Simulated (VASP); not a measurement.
# NbCd3 (Pm-3m) in VASP: notebook, part 2 of 2

VASP 6.6.1. The steps go on from the part before.

### 3 Relaxation of cell and atoms, LDA

This run uses another cell than the first one, of 19.98 Å³/atom, 1.091 times its volume.

The input, INCAR:

```
SYSTEM = NbCd3
  PREC = Accurate
  ENCUT = 600
  EDIFF = 1E-6
  ISMEAR = 0
  SIGMA = 0.1
  LREAL = .FALSE.
  LASPH = .TRUE.
  NELM = 60
  ALGO = Fast
  ISIF = 3
  LWAVE = .FALSE.
  LCHARG = .FALSE.
  GGA = CA
  IBRION = 2
  NSW = 70
  EDIFFG = -0.005
```

The input, KPOINTS:

```
Automatic mesh
0
G
  10 10 10
  0 0 0
```

The input, POSCAR:

```
NbCd3
1.0
    4.3074942589      0.0000000000      0.0000000000
    0.0000000000      4.3074942589      0.0000000000
    0.0000000000      0.0000000000      4.3074942589
Nb Cd
1 3
Direct
    0.0000000000      0.0000000000      0.0000000000
    0.0000000000      0.5000000000      0.5000000000
    0.5000000000      0.0000000000      0.5000000000
    0.5000000000      0.5000000000      0.0000000000
```

Potentials or basis: VASP PAW LDA potentials, release 64 (Nb_sv, Cd).

Launch:

```sh
cat potpaw_LDA.64/Nb_sv/POTCAR potpaw_LDA.64/Cd/POTCAR > POTCAR
mpirun -np 1 vasp_std > vasp.out
```

OUTCAR:

```text
SYSTEM = NbCd3
   PREC = Accurate
   ENCUT = 600
   EDIFF = 1E-6
   ISMEAR = 0
   LREAL = .FALSE.
   LASPH = .TRUE.
   NELM = 60
   ISIF = 3
   GGA = CA
   IBRION = 2
   NSW = 70
   EDIFFG = -0.005

 ion  position               nearest neighbor table
   1  0.000  0.000  0.000-   2 3.05   3 3.05   4 3.05   2 3.05   3 3.05   2 3.05   4 3.05   2 3.05
                             3 3.05   4 3.05   3 3.05   4 3.05
   2  0.000  0.500  0.500-   1 3.05   3 3.05   4 3.05   1 3.05   4 3.05   1 3.05   3 3.05   1 3.05
                             3 3.05   4 3.05   4 3.05   3 3.05
   3  0.500  0.000  0.500-   1 3.05   2 3.05   4 3.05   1 3.05   4 3.05   2 3.05   4 3.05   4 3.05
                             1 3.05   2 3.05   1 3.05   2 3.05
   4  0.500  0.500  0.000-   1 3.05   2 3.05   3 3.05   2 3.05   3 3.05   1 3.05   3 3.05   3 3.05
                             1 3.05   2 3.05   2 3.05   1 3.05

  LATTYP: Found a simple cubic cell.
 ALAT       =     4.3074942589

  Lattice vectors:

 A1 = (   4.3074942589,   0.0000000000,   0.0000000000)
 A2 = (   0.0000000000,   4.3074942589,   0.0000000000)
 A3 = (   0.0000000000,   0.0000000000,   4.3074942589)

Analysis of symmetry for initial positions (statically):
=====================================================================
 Subroutine PRICEL returns:
 Original cell was already a primitive cell.

 Routine SETGRP: Setting up the symmetry group for a
 simple cubic supercell.

 Subroutine GETGRP returns: Found 48 space group operations
 (whereof 48 operations were pure point group operations)
 out of a pool of 48 trial point group operations.

The static configuration has the point symmetry O_h .

Analysis of symmetry for dynamics (positions and initial velocities):
=====================================================================
 Subroutine PRICEL returns:
 Original cell was already a primitive cell.

 Routine SETGRP: Setting up the symmetry group for a
 simple cubic supercell.

 Subroutine GETGRP returns: Found 48 space group operations
 (whereof 48 operations were pure point group operations)
 out of a pool of 48 trial point group operations.

The dynamic configuration has the point symmetry O_h .

 Subroutine INISYM returns: Found 48 space group operations
 (whereof 48 operations are pure point group operations),
 and found     1 'primitive' translations

----------------------------------------------------------------------------------------

                                     Primitive cell

  volume of cell :      79.9234

  direct lattice vectors                    reciprocal lattice vectors
     4.307494259  0.000000000  0.000000000     0.232153531  0.000000000  0.000000000
     0.000000000  4.307494259  0.000000000     0.000000000  0.232153531  0.000000000
     0.000000000  0.000000000  4.307494259     0.000000000  0.000000000  0.232153531

  length of vectors
     4.307494259  4.307494259  4.307494259     0.232153531  0.232153531  0.232153531

  position of ions in fractional coordinates (direct lattice)
     0.000000000  0.000000000  0.000000000
     0.000000000  0.500000000  0.500000000
     0.500000000  0.000000000  0.500000000
     0.500000000  0.500000000  0.000000000

  ion indices of the primitive-cell ions
   primitive index   ion index
                 1           1
                 2           2
                 3           3
                 4           4

----------------------------------------------------------------------------------------

 KPOINTS: Automatic mesh

Automatic generation of k-mesh.
 Grid dimensions read from file:
 generate k-points for:   10   10   10

 Generating k-lattice:

  Cartesian coordinates                     Fractional coordinates (reciprocal lattice)
     0.023215353  0.000000000  0.000000000     0.100000000  0.000000000  0.000000000
     0.000000000  0.023215353  0.000000000     0.000000000  0.100000000  0.000000000
     0.000000000  0.000000000  0.023215353     0.000000000  0.000000000  0.100000000

  Length of vectors
     0.023215353  0.023215353  0.023215353

  Shift w.r.t. Gamma in fractional coordinates (k-lattice)
     0.000000000  0.000000000  0.000000000

 Subroutine IBZKPT returns following result:
 ===========================================

 Found     56 irreducible k-points:

 Following reciprocal coordinates:
            Coordinates               Weight
  0.000000  0.000000  0.000000      1.000000
  0.100000  0.000000  0.000000      6.000000
  0.200000  0.000000  0.000000      6.000000
  0.300000  0.000000  0.000000      6.000000
  0.400000  0.000000  0.000000      6.000000
  0.500000  0.000000  0.000000      3.000000
[... 16 lines left out ...]
  0.200000  0.100000  0.100000     24.000000
  0.300000  0.100000  0.100000     24.000000
 [... further k-points ...]
   k-points           NKPTS =     56   k-points in BZ     NKDIM =     56   number of bands    NBANDS=     29
   number of dos      NEDOS =    301   number of ions     NIONS =      4
   total plane-waves  NPLWV =  46656
   dimension x,y,z NGX =    36 NGY =   36 NGZ =   36
   dimension x,y,z NGXF=    72 NGYF=   72 NGZF=   72
   ions per type =               1   3
   NGX,Y,Z   is equivalent  to a cutoff of  13.89, 13.89, 13.89 a.u.
   NGXF,Y,Z  is equivalent  to a cutoff of  27.79, 27.79, 27.79 a.u.
 SYSTEM =  NbCd3
   PREC   = accura    normal or accurate (medium, high low for compatibility)
   ISTART =      0    job   : 0-new  1-cont  2-samecut
   ICHARG =      2    charge: 1-file 2-atom 10-const
   ISPIN  =      1    spin polarized calculation?
   LNONCOLLINEAR =      F non collinear calculations
   LSORBIT =      F    spin-orbit coupling
   LASPH  =      T    aspherical Exc in radial PAW
   ENCUT  =  600.0 eV  44.10 Ry    6.64 a.u.   8.60  8.60  8.60*2*pi/ulx,y,z
   NELM   =     60;   NELMIN=  2; NELMDL= -5     # of ELM steps
   EDIFF  = 0.1E-05   stopping-criterion for ELM
   LREAL  =      F    real-space projection
   EDIFFG = -.5E-02   stopping-criterion for IOM
   NSW    =     70    number of steps for IOM
   IBRION =      2    ionic relax: 0-MD 1-quasi-New 2-CG
   NFREE  =      1    steps in history (QN), initial steepest desc. (CG)
   ISIF   =      3    stress and relaxation
   ISYM   =      2    0-nonsym 1-usesym 2-fastsym
   POTIM  = 0.5000    time-step for ionic-motion
   TEBEG  =    0.0;   TEEND  =   0.0 temperature during run
   PSTRESS=    0.0 pullay stress
   NELECT =      49.0000    total number of electrons
   NUPDOWN=      -1.0000    fix difference up-down
   EMIN   =  10.00;   EMAX   =-10.00  energy-range for DOS
   EFERMI =   0.00;   METHOD = LEGACY
   ISMEAR =     0;   SIGMA  =   0.10  broadening in eV -4-tet -1-fermi 0-gaus
   EFERMI_NEDOS =   21; number of points for ismear=-14 and -15
   IALGO  =     68    algorithm
   IMIX   =      4    mixing-type and parameters
     AMIX     =   0.40;   BMIX     =  1.00
     AMIX_MAG =   1.60;   BMIX_MAG =  1.00
  volume/ion in A,a.u.               =      19.98       134.84
  Fermi-wavevector in a.u.,A,eV,Ry     =   1.390749  2.628135 26.316162  1.934183
  Thomas-Fermi vector in A             =   2.514654
   LORBIT       =      0    0 simple, 1 ext, 2 COOP (PROOUT), +10 PAW based schemes
   GGA     = CA    functional components
   LHFCALC =     F    Hartree Fock is set to
   AEXX    =    0.0000 exact exchange contribution
   IVDW    =     0    specifies the selected vdW correction
   LEPSILON=     F    determine dielectric tensor
   LRPA    =     F    only Hartree local field effects (RPA)
 conjugate gradient relaxation of ions
 non-spin polarized calculation
 RMM-DIIS sequential band-by-band and
 Gauss-broadening in eV      SIGMA  =   0.10
  energy-cutoff  :      600.00
  volume of cell :       79.92
 maximum number of plane-waves:      2721
 NGX is ok and might be reduce to    36
   NGX = 17   NGY = 17   NGZ = 17

--------------------------------------- Ionic step        1  -------------------------------------------

 number of electron      48.9999990 magnetization

 Free energy of the ion-electron system (eV)
  ---------------------------------------------------
  ext. energy  EPLUGINS =         0.00000000
  ---------------------------------------------------
  free energy    TOTEN  =       -15.32951646 eV

  energy without entropy =      -15.32221103  energy(sigma->0) =      -15.32586375

 E-fermi :   4.4487     XC(G=0): -11.9079

 val. band max:        4.4342314078   @ k =   0.1000   0.1000   0.0000
 cond. band min:       4.4719804687   @ k =   0.3000   0.3000   0.1000
 fundamental gap:      0.0377490610
 Fermi energy:         4.4487375777

 k-point     1 :       0.0000    0.0000    0.0000
  band No.  band energies     occupation
      1     -50.2345      2.00000
      2     -26.4357      2.00000
      3     -26.4357      2.00000
      4     -26.4357      2.00000
      5      -4.9338      2.00000
      6      -4.7400      2.00000
[... 946 lines left out ...]
  energy  without entropy=      -15.4909865474  energy(sigma->0) =      -15.49447032

--------------------------------------- Ionic step        6  -------------------------------------------

 number of electron      49.0000014 magnetization

 Free energy of the ion-electron system (eV)
  ---------------------------------------------------
  ext. energy  EPLUGINS =         0.00000000
  ---------------------------------------------------
  free energy    TOTEN  =       -15.49797165 eV

  energy without entropy =      -15.49100733  energy(sigma->0) =      -15.49448949

 E-fermi :   5.1647     XC(G=0): -12.3423

 val. band max:        5.1196212158   @ k =   0.1000   0.1000   0.0000
 cond. band min:       5.1992492504   @ k =   0.3000   0.3000   0.1000
 fundamental gap:      0.0796280347
 Fermi energy:         5.1647397728

 k-point     1 :       0.0000    0.0000    0.0000
  band No.  band energies     occupation
      1     -49.3549      2.00000
      2     -25.5847      2.00000
      3     -25.5847      2.00000
      4     -25.5847      2.00000
      5      -4.5906      2.00000
      6      -4.3401      2.00000
[... 790 lines left out ...]
  FREE ENERGIE OF THE ION-ELECTRON SYSTEM (eV)
  ---------------------------------------------------
  free  energy   TOTEN  =       -15.4979716500 eV

  energy  without entropy=      -15.4910073348  energy(sigma->0) =      -15.49448949

 reached required accuracy - stopping structural energy minimisation
```

OSZICAR:

```text
N       E                     dE             d eps       ncg     rms          rms(c)
DAV:   1     0.522412139980E+03    0.52241E+03   -0.28203E+04  3248   0.193E+03
DAV:   2     0.933435403749E+01   -0.51308E+03   -0.49950E+03  3506   0.587E+02
[... 78 lines left out ...]
   5 F= -.15497954E+02 E0= -.15494470E+02  d E =-.385435E-07
       N       E                     dE             d eps       ncg     rms          rms(c)
DAV:   1    -0.154983905567E+02   -0.43710E-03   -0.96014E-03  3764   0.110E+00    0.146E-01
RMM:   2    -0.154979967100E+02    0.39385E-03   -0.11202E-03  3481   0.354E-01    0.437E-02
RMM:   3    -0.154979720225E+02    0.24687E-04   -0.23742E-04  3655   0.133E-01    0.425E-02
RMM:   4    -0.154979708193E+02    0.12032E-05   -0.45976E-05  3886   0.561E-02    0.783E-03
RMM:   5    -0.154979716500E+02   -0.83070E-06   -0.95276E-06  2895   0.209E-02
   6 F= -.15497972E+02 E0= -.15494489E+02  d E =-.176040E-04
```

CONTCAR:

```text
NbCd3
   1.00000000000000
     4.1938827750144192   -0.0000000000000000    0.0000000000000000
     0.0000000000000000    4.1938827750144192   -0.0000000000000000
    -0.0000000000000000   -0.0000000000000000    4.1938827750144192
  Nb              Cd
     1     3
Direct
     0.0000000000000000    0.0000000000000000    0.0000000000000000
     0.0000000000000000    0.5000000000000000    0.5000000000000000
     0.5000000000000000    0.0000000000000000    0.5000000000000000
     0.5000000000000000    0.5000000000000000    0.0000000000000000

  0.00000000E+00  0.00000000E+00  0.00000000E+00
  0.00000000E+00  0.00000000E+00  0.00000000E+00
  0.00000000E+00  0.00000000E+00  0.00000000E+00
  0.00000000E+00  0.00000000E+00  0.00000000E+00
```

Run time: 23 min. Hardware: 1 thread of Oxide Virtual Turin-like, shared host; peak memory 0.26 GiB.

Results:

```yaml
Free_energy: -15.4980 eV
Relaxed_volume: 18.44 Å³/atom
Relaxed_cell: a = 4.194 Å, b = 4.194 Å, c = 4.194 Å, α = 90.00°, β = 90.00°, γ = 90.00°
Space_group_after_relaxing_to_0.05_Å: Pm-3m (No. 221)
Energy_gained_by_relaxing: 42.1 meV/atom
Ionic_steps: 6
Pressure_after_relaxing: 0.0 GPa
```

The path:
| step | energy change (eV) | largest force (eV/Å) | pressure (GPa) | volume (Å³) |
| --- | --- | --- | --- | --- |
| 1 | 0.0000 | 0.0000 | -8.08 | 79.92 |
| 2 | -0.0215 | 0.0000 | 10.25 | 68.83 |
| 3 | -0.1684 | 0.0000 | -0.11 | 73.83 |
| 4 | -0.1684 | 0.0000 | 0.10 | 73.71 |
| 5 | -0.1684 | 0.0000 | -0.09 | 73.82 |
| 6 | -0.1685 | 0.0000 | -0.01 | 73.76 |

Final structure:
```
Nb Cd
1.0
     4.19388    0.00000    0.00000
     0.00000    4.19388    0.00000
     0.00000    0.00000    4.19388
Nb Cd
1 3
Direct
  0.00000 0.00000 0.00000
  0.00000 0.50000 0.50000
  0.50000 0.00000 0.50000
  0.50000 0.50000 0.00000
```

LDA usually gives volumes a few per cent too small. Zero-point motion and thermal expansion aren't in these numbers.
